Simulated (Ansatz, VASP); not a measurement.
**One calculation of GePt, two programs**

```xyz
8
Lattice="5.7406 0.0000 0.0000 0.0000 6.0924 0.0000 0.0000 0.0000 3.7003" Properties=species:S:1:pos:R:3 pbc="T T T"
Ge    1.0611    3.5825    2.7753
Ge    4.6795    2.5099    0.9251
Ge    1.8092    0.5363    0.9251
Ge    3.9314    5.5562    2.7753
Pt    0.0043    1.1646    2.7753
Pt    5.7363    4.9278    0.9251
Pt    2.8660    4.2108    0.9251
Pt    2.8746    1.8816    2.7753
```

Alike in both runs: task single point; functional PBEsol; k mesh 6 × 6 × 9; occupations gaussian, width 0.1 eV; no spin polarisation.

```csv
,VASP,Ansatz
version,VASP 6.6.1,Ansatz 0.2.0
potentials or method,"VASP PAW PBE potentials, release 64 (Ge_d, Pt), cutoff 520 eV","scalar-relativistic, plane waves, PAW"
valence electrons in the cell,96,128
```

```tsv
	VASP	Ansatz	Ansatz less VASP
gap on the k mesh at the Fermi level (eV)	none	none	-
pressure (GPa)	0.0	0.0	0.00
traceless stress, the component that is largest in VASP (GPa)	0.09	0.09	-0.003
rms of the force components (eV/Å)	0.007	0.007	-0.0003
```

VASP's potentials were made for PBE, not for PBEsol. Atom by atom the forces differ by 0.002 eV/Å (rms over components). A gap of «none» marks a metal or a gap that the smearing closes. VASP's potentials hold 96 valence electrons a cell and Ansatz's 128, so a difference there can come from the potentials and not from the codes.

Spin-orbit coupling is off throughout.
